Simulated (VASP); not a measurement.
# LiBe3H6 (P4_2/m) in VASP: notebook

Runs on LiBe3H6. Level: PBE. Tasks: single point, relaxation of cell and atoms.

All numbers are computed with VASP 6.6.1; they aren't measurements. Logs are shortened: lines on timing, memory, paths and dates and some standing lists are left out, and cuts for length are marked.

## (1) The cell of the first run

It takes space group P4_2/m (No. 84, tetragonal). The conventional cell has a = 4.102 Å, b = 4.102 Å, c = 6.564 Å, α = 90.00°, β = 90.00°, γ = 90.00°. Li (site symmetry 2/m) has 2 Be at 1.77 Å and 6 H at 1.90 to 2.05 Å within 2.4 Å. Be (site symmetry -4) has 4 H at 1.19 Å within 1.6 Å. Within 1.6 Å of Be (site symmetry m) lie 4 H at 1.16 to 1.26 Å. Within 1.8 Å of H (site symmetry 1) lie 2 Be at 1.19 Å and 3 H at 1.64 to 1.71 Å. Within 1.7 Å of H (site symmetry 2/m) lie 2 Be at 1.16 Å and 4 H at 1.65 Å. H (site symmetry 2/m) has 2 Be at 1.26 Å within 1.7 Å.

The cell was generated, and may not be a known phase.

## (2) Single point, PBE

INCAR

```
SYSTEM = LiBe3H6
PREC     = Accurate       ! precision mode
ENCUT    = 520            ! plane-wave cutoff, eV
EDIFF    = 1E-6           ! SCF threshold, eV
ISMEAR   = 0              ! smearing method
SIGMA    = 0.1            ! smearing width, eV
LREAL    = Auto         
LASPH    = .TRUE.         ! aspherical terms in the spheres
NELM     = 100            ! most SCF steps
ALGO     = Normal         ! electronic algorithm
ISIF     = 2              ! what is computed and relaxed
LWAVE    = .FALSE.        ! write WAVECAR
LCHARG   = .FALSE.        ! write CHGCAR
GGA      = PE             ! functional
NBANDS   = 31             ! bands
```

KPOINTS

```
regular mesh
0
G
  4 4 4
  0 0 0
```

POSCAR

```
LiBe3H6
1.0
    4.1023249700      0.0000000000      0.0000000000
    0.0000000000      4.1023249700      0.0000000000
    0.0000000000      0.0000000000      6.5644281500
Li Be H
2 6 12
Direct
    0.0000000000      0.5000000000      0.5000000000
    0.5000000000      0.0000000000      0.0000000000
    0.0000000000      0.0000000000      0.2500000000
    0.0000000000      0.0000000000      0.7500000000
    0.6566823100      0.2368163300      0.5000000000
    0.3433176900      0.7631836700      0.5000000000
    0.7631836700      0.6566823100      0.0000000000
    0.2368163300      0.3433176900      0.0000000000
    0.8283411600      0.1184081600      0.3750000000
    0.1716588400      0.8815918400      0.3750000000
    0.8815918400      0.8283411600      0.1250000000
    0.1184081600      0.1716588400      0.1250000000
    0.8283411600      0.1184081600      0.6250000000
    0.1716588400      0.8815918400      0.6250000000
    0.8815918400      0.8283411600      0.8750000000
    0.1184081600      0.1716588400      0.8750000000
    0.5000000000      0.0000000000      0.5000000000
    0.5000000000      0.5000000000      0.5000000000
    0.5000000000      0.5000000000      0.0000000000
    0.0000000000      0.5000000000      0.0000000000
```

Potentials or basis: VASP PAW PBE potentials, release 64 (Li_sv, Be, H).

Started as:

```bash
$ cat potpaw_PBE.64/Li_sv/POTCAR potpaw_PBE.64/Be/POTCAR potpaw_PBE.64/H/POTCAR > POTCAR
$ mpirun -np 1 vasp_std > vasp.out
```

OUTCAR:

```text
SYSTEM = LiBe3H6
   PREC = Accurate
   ENCUT = 520
   EDIFF = 1E-6
   ISMEAR = 0
   LREAL = Auto
   LASPH = .TRUE.
   NELM = 100
   ISIF = 2
   GGA = PE

 ion  position               nearest neighbor table
   1  0.000  0.500  0.500-   5 1.77   6 1.77
   2  0.500  0.000  0.000-   7 1.77   8 1.77
   3  0.000  0.000  0.250-   9 1.19  10 1.19  11 1.19  12 1.19   5 2.37   6 2.37   7 2.37   8 2.37

   4  0.000  0.000  0.750-  13 1.19  14 1.19  15 1.19  16 1.19   5 2.37   6 2.37   7 2.37   8 2.37

   5  0.657  0.237  0.500-  17 1.16  13 1.19   9 1.19  18 1.26   1 1.77   6 2.33   4 2.37   3 2.37

   6  0.343  0.763  0.500-  17 1.16  14 1.19  10 1.19  18 1.26   1 1.77   5 2.33   4 2.37   3 2.37

   7  0.763  0.657  0.000-  20 1.16  15 1.19  11 1.19  19 1.26   2 1.77   8 2.33   4 2.37   3 2.37

   8  0.237  0.343  0.000-  20 1.16  16 1.19  12 1.19  19 1.26   2 1.77   7 2.33   4 2.37   3 2.37

   9  0.828  0.118  0.375-   3 1.19   5 1.19
  10  0.172  0.882  0.375-   3 1.19   6 1.19
  11  0.882  0.828  0.125-   3 1.19   7 1.19
  12  0.118  0.172  0.125-   3 1.19   8 1.19
  13  0.828  0.118  0.625-   4 1.19   5 1.19
  14  0.172  0.882  0.625-   4 1.19   6 1.19
  15  0.882  0.828  0.875-   4 1.19   7 1.19
  16  0.118  0.172  0.875-   4 1.19   8 1.19
  17  0.500  0.000  0.500-   5 1.16   6 1.16
  18  0.500  0.500  0.500-   5 1.26   6 1.26
  19  0.500  0.500  0.000-   7 1.26   8 1.26
  20  0.000  0.500  0.000-   7 1.16   8 1.16

  LATTYP: Found a simple tetragonal cell.
 ALAT       =     4.1023249700
 C/A-ratio  =     1.6001726333

  Lattice vectors:

 A1 = (   4.1023249700,   0.0000000000,   0.0000000000)
 A2 = (   0.0000000000,   4.1023249700,   0.0000000000)
 A3 = (   0.0000000000,   0.0000000000,   6.5644281500)

Analysis of symmetry for initial positions (statically):
=====================================================================
 Subroutine PRICEL returns:
 Original cell was already a primitive cell.

 Routine SETGRP: Setting up the symmetry group for a
 simple tetragonal supercell.

 Subroutine GETGRP returns: Found  8 space group operations
 (whereof  4 operations were pure point group operations)
 out of a pool of 16 trial point group operations.

The static configuration has the point symmetry C_2h.
 The point group associated with its full space group is C_4h.

Analysis of symmetry for dynamics (positions and initial velocities):
=====================================================================
 Subroutine PRICEL returns:
 Original cell was already a primitive cell.

 Routine SETGRP: Setting up the symmetry group for a
 simple tetragonal supercell.

 Subroutine GETGRP returns: Found  8 space group operations
 (whereof  4 operations were pure point group operations)
 out of a pool of 16 trial point group operations.

The dynamic configuration has the point symmetry C_2h.
 The point group associated with its full space group is C_4h.

 Subroutine INISYM returns: Found  8 space group operations
 (whereof  4 operations are pure point group operations),
 and found     1 'primitive' translations

----------------------------------------------------------------------------------------

                                     Primitive cell

  volume of cell :     110.4732

  direct lattice vectors                    reciprocal lattice vectors
     4.102324970  0.000000000  0.000000000     0.243764209  0.000000000  0.000000000
     0.000000000  4.102324970  0.000000000     0.000000000  0.243764209  0.000000000
     0.000000000  0.000000000  6.564428150     0.000000000  0.000000000  0.152336194

  length of vectors
     4.102324970  4.102324970  6.564428150     0.243764209  0.243764209  0.152336194

  position of ions in fractional coordinates (direct lattice)
     0.000000000  0.500000000  0.500000000
     0.500000000  0.000000000  0.000000000
     0.000000000  0.000000000  0.250000000
     0.000000000  0.000000000  0.750000000
     0.656682310  0.236816330  0.500000000
     0.343317690  0.763183670  0.500000000
[... 12 lines left out ...]
     0.500000000  0.500000000  0.000000000
     0.000000000  0.500000000  0.000000000

  ion indices of the primitive-cell ions
   primitive index   ion index
                 1           1
                 2           2
                 3           3
                 4           4
                 5           5
                 6           6
[... 12 lines left out ...]
                19          19
                20          20

----------------------------------------------------------------------------------------

 KPOINTS: regular mesh

Automatic generation of k-mesh.
 Grid dimensions read from file:
 generate k-points for:    4    4    4

 Generating k-lattice:

  Cartesian coordinates                     Fractional coordinates (reciprocal lattice)
     0.060941052  0.000000000  0.000000000     0.250000000  0.000000000  0.000000000
     0.000000000  0.060941052  0.000000000     0.000000000  0.250000000  0.000000000
     0.000000000  0.000000000  0.038084048     0.000000000  0.000000000  0.250000000

  Length of vectors
     0.060941052  0.060941052  0.038084048

  Shift w.r.t. Gamma in fractional coordinates (k-lattice)
     0.000000000  0.000000000  0.000000000

 Subroutine IBZKPT returns following result:
 ===========================================

 Found     18 irreducible k-points:

 Following reciprocal coordinates:
            Coordinates               Weight
  0.000000  0.000000  0.000000      1.000000
  0.250000  0.000000  0.000000      4.000000
  0.500000  0.000000  0.000000      2.000000
  0.250000  0.250000  0.000000      4.000000
  0.500000  0.250000  0.000000      4.000000
  0.500000  0.500000  0.000000      1.000000
[... 10 lines left out ...]
  0.500000  0.250000  0.500000      4.000000
  0.500000  0.500000  0.500000      1.000000
   k-points           NKPTS =     18   k-points in BZ     NKDIM =     18   number of bands    NBANDS=     31
   number of dos      NEDOS =    301   number of ions     NIONS =     20
   total plane-waves  NPLWV =  51200
   dimension x,y,z NGX =    32 NGY =   32 NGZ =   50
   dimension x,y,z NGXF=    64 NGYF=   64 NGZF=  100
   ions per type =               2   6  12
   NGX,Y,Z   is equivalent  to a cutoff of  12.97, 12.97, 12.66 a.u.
   NGXF,Y,Z  is equivalent  to a cutoff of  25.94, 25.94, 25.33 a.u.
 SYSTEM =  LiBe3H6
   PREC   = accura    normal or accurate (medium, high low for compatibility)
   ISTART =      0    job   : 0-new  1-cont  2-samecut
   ICHARG =      2    charge: 1-file 2-atom 10-const
   ISPIN  =      1    spin polarized calculation?
   LNONCOLLINEAR =      F non collinear calculations
   LSORBIT =      F    spin-orbit coupling
   LASPH  =      T    aspherical Exc in radial PAW
   ENCUT  =  520.0 eV  38.22 Ry    6.18 a.u.   7.63  7.63 12.21*2*pi/ulx,y,z
   NELM   =    100;   NELMIN=  2; NELMDL= -5     # of ELM steps
   EDIFF  = 0.1E-05   stopping-criterion for ELM
   LREAL  =      T    real-space projection
   EDIFFG = 0.1E-04   stopping-criterion for IOM
   NSW    =      0    number of steps for IOM
   IBRION =     -1    ionic relax: 0-MD 1-quasi-New 2-CG
   NFREE  =      0    steps in history (QN), initial steepest desc. (CG)
   ISIF   =      2    stress and relaxation
   ISYM   =      2    0-nonsym 1-usesym 2-fastsym
   POTIM  = 0.5000    time-step for ionic-motion
   TEBEG  =    0.0;   TEEND  =   0.0 temperature during run
   PSTRESS=    0.0 pullay stress
   NELECT =      30.0000    total number of electrons
   NUPDOWN=      -1.0000    fix difference up-down
   EMIN   =  10.00;   EMAX   =-10.00  energy-range for DOS
   EFERMI =   0.00;   METHOD = LEGACY
   ISMEAR =     0;   SIGMA  =   0.10  broadening in eV -4-tet -1-fermi 0-gaus
   EFERMI_NEDOS =   21; number of points for ismear=-14 and -15
   IALGO  =     38    algorithm
   IMIX   =      4    mixing-type and parameters
     AMIX     =   0.40;   BMIX     =  1.00
     AMIX_MAG =   1.60;   BMIX_MAG =  1.00
  volume/ion in A,a.u.               =       5.52        37.28
  Fermi-wavevector in a.u.,A,eV,Ry     =   1.060139  2.003373 15.291523  1.123895
  Thomas-Fermi vector in A             =   2.195510
   LORBIT       =      0    0 simple, 1 ext, 2 COOP (PROOUT), +10 PAW based schemes
   GGA     = PE    functional components
   LHFCALC =     F    Hartree Fock is set to
   AEXX    =    0.0000 exact exchange contribution
   IVDW    =     0    specifies the selected vdW correction
   LEPSILON=     F    determine dielectric tensor
   LRPA    =     F    only Hartree local field effects (RPA)
 non-spin polarized calculation
 Gauss-broadening in eV      SIGMA  =   0.10
  energy-cutoff  :      520.00
  volume of cell :      110.47
 maximum number of plane-waves:      3008
 NGX is ok and might be reduce to    32
   NGX = 15   NGY = 15   NGZ = 25

 number of electron      30.0000000 magnetization

 Free energy of the ion-electron system (eV)
  ---------------------------------------------------
  ext. energy  EPLUGINS =         0.00000000
  ---------------------------------------------------
  free energy    TOTEN  =       -48.94585303 eV

  energy without entropy =      -48.91017703  energy(sigma->0) =      -48.92801503

 E-fermi :   5.9667     XC(G=0):  -9.3978

 val. band max:        5.9356782974   @ k =   0.5000   0.2500   0.5000
 cond. band min:       5.9786099377   @ k =   0.0000   0.0000   0.5000
 fundamental gap:      0.0429316404
 Fermi energy:         5.9667374859

 k-point     1 :       0.0000    0.0000    0.0000
  band No.  band energies     occupation
      1     -43.3676      2.00000
      2     -43.3673      2.00000
      3      -8.8491      2.00000
      4      -7.4318      2.00000
      5      -5.2264      2.00000
      6      -3.6683      2.00000
[... 19 lines left out ...]
     26      10.8428      0.00000
     27      11.4414      0.00000

 k-point     2 :       0.2500    0.0000    0.0000
  band No.  band energies     occupation
      1     -43.3674      2.00000
      2     -43.3673      2.00000
      3      -8.5818      2.00000
      4      -7.2360      2.00000
      5      -5.1132      2.00000
      6      -4.9166      2.00000
[... 469 lines left out ...]
     26      11.2964      0.00000
     27      12.0018      0.00000

 k-point    18 :       0.5000    0.5000    0.5000
  band No.  band energies     occupation
      1     -43.3669      2.00000
      2     -43.3669      2.00000
      3      -6.8983      2.00000
      4      -6.8983      2.00000
      5      -5.9622      2.00000
      6      -5.9622      2.00000
[... 19 lines left out ...]
     26      11.2855      0.00000
     27      12.5264      0.00000
 [bands above 27 left out]

------------------------ aborting loop because EDIFF is reached ----------------------------------------

  FORCE on cell =-STRESS in cart. coord.  units (eV):
  Direction    XX          YY          ZZ          XY          YZ          ZX
  --------------------------------------------------------------------------------------
  -------------------------------------------------------------------------------------
  Total       44.9184394     44.9184394     35.0764961     -0.0000010      0.0000000      0.0000000
  in kB      651.4456992    651.4456992    508.7094045     -0.0000148      0.0000000      0.0000000
  external PRESSURE =     603.8669343 kB  Pullay stress =       0.0000000 kB

 VOLUME and BASIS-vectors are now :
 -----------------------------------------------------------------------------
  energy-cutoff  :      520.00
  volume of cell :      110.47
      direct lattice vectors                 reciprocal lattice vectors
     4.102324970  0.000000000  0.000000000     0.243764209  0.000000000  0.000000000
     0.000000000  4.102324970  0.000000000     0.000000000  0.243764209  0.000000000
     0.000000000  0.000000000  6.564428150     0.000000000  0.000000000  0.152336194

 POSITION                                       TOTAL-FORCE (eV/Angst)
 -----------------------------------------------------------------------------------
      0.00000      2.05116      3.28221         0.000000      0.000000      0.000000
      2.05116      0.00000      0.00000         0.000000      0.000000      0.000000
      0.00000      0.00000      1.64111         0.000000      0.000000      0.000000
      0.00000      0.00000      4.92332         0.000000      0.000000      0.000000
      2.69392      0.97150      3.28221        -3.245061      0.636108      0.000000
      1.40840      3.13083      3.28221         3.245061     -0.636108      0.000000
[... 12 lines left out ...]
      2.05116      2.05116      0.00000         0.000000      0.000000      0.000000
      0.00000      2.05116      0.00000         0.000000      0.000000      0.000000
 -----------------------------------------------------------------------------------
    total drift:                                0.000000      0.000000     -0.000000

  FREE ENERGIE OF THE ION-ELECTRON SYSTEM (eV)
  ---------------------------------------------------
  free  energy   TOTEN  =       -48.9458530350 eV

  energy  without entropy=      -48.9101770331  energy(sigma->0) =      -48.92801503
```

It took 45 s on 1 thread of Intel Xeon 6975P-C (Granite Rapids), shared host; peak memory 0.23 GiB.

What came out:

```
Free energy            : -48.9459 eV
Largest force          : 3.307 eV/Å
Band gap on the k mesh : zero (bands 15 and 16 overlap by 0.95 eV)
```

Forces in eV/Å, atoms in the order of the input:
```
Li   0.000  0.000  0.000
Li   0.000  0.000  0.000
Be   0.000  0.000  0.000
Be   0.000  0.000  0.000
Be  -3.245  0.636  0.000
Be   3.245 -0.636  0.000
Be  -0.636 -3.245  0.000
Be   0.636  3.245  0.000
H    0.035  1.187 -0.756
H   -0.035 -1.187 -0.756
H   -1.187  0.035  0.756
H    1.187 -0.035  0.756
H    0.035  1.187  0.756
H   -0.035 -1.187  0.756
H   -1.187  0.035 -0.756
H    1.187 -0.035 -0.756
H    0.000  0.000  0.000
H    0.000  0.000  0.000
H    0.000  0.000  0.000
H    0.000  0.000  0.000
```

Caveat: the k points lie up to 0.38 Å⁻¹ apart, too coarse for converged energies and pressures of a metal; the cutoff is under 1.25 times the usual one of these potentials, so pressure, stress and relaxed cells hold a basis-set (Pulay) error; forces of over 1 eV/Å act on the atoms, so gaps and moduli don't describe the material at rest.

(Part 1 of 2 ends here.)

The gap in the log of VASP goes by the Fermi energy; the results here count the filled bands.